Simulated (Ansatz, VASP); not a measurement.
# SnSe: VASP beside Ansatz

```
Sn Se
1.0
    11.26343    0.00000    0.00000
     0.00000    4.20701    0.00000
     0.00000    0.00000    4.56710
Sn Se
4 4
Direct
  0.12148 0.25000 0.11646
  0.87852 0.75000 0.88354
  0.37852 0.75000 0.61646
  0.62148 0.25000 0.38354
  0.85488 0.25000 0.47633
  0.14512 0.75000 0.52367
  0.64512 0.75000 0.97633
  0.35488 0.25000 0.02367
```

Change from the starting cell: strain -0.0450 x Voigt [1, 0, 0, 0, 0, 0], atoms carried along.

Alike in both runs: task single point; functional PBE; k mesh 4 × 6 × 6; occupations gaussian, width 0.05 eV; no spin polarisation.

```csv
,VASP,Ansatz
version,VASP 6.6.1,Ansatz 0.2.0
potentials or method,"VASP PAW PBE potentials, release 64 (Sn_d, Se), cutoff 520 eV","scalar-relativistic, plane waves, PAW"
valence electrons in the cell,80,120
```

Ansatz gave:

```
gap on the k mesh at the Fermi level (eV)                     : 0.68
least direct gap on the mesh (eV)                             : 0.94
pressure (GPa)                                                : 2.6
traceless stress, the component that is largest in VASP (GPa) : 3.34
rms of the force components (eV/Å)                            : 0.285
```

Problem. What did VASP give for the same quantities?

Solution. gap on the k mesh at the Fermi level (eV): 0.68; least direct gap on the mesh (eV): 0.93; pressure (GPa): 2.6; traceless stress, the component that is largest in VASP (GPa): 3.37; rms of the force components (eV/Å): 0.293.

Atom by atom the forces differ by 0.010 eV/Å (rms over components). VASP's potentials hold 80 valence electrons a cell and Ansatz's 120, so a difference there can come from the potentials and not from the codes.
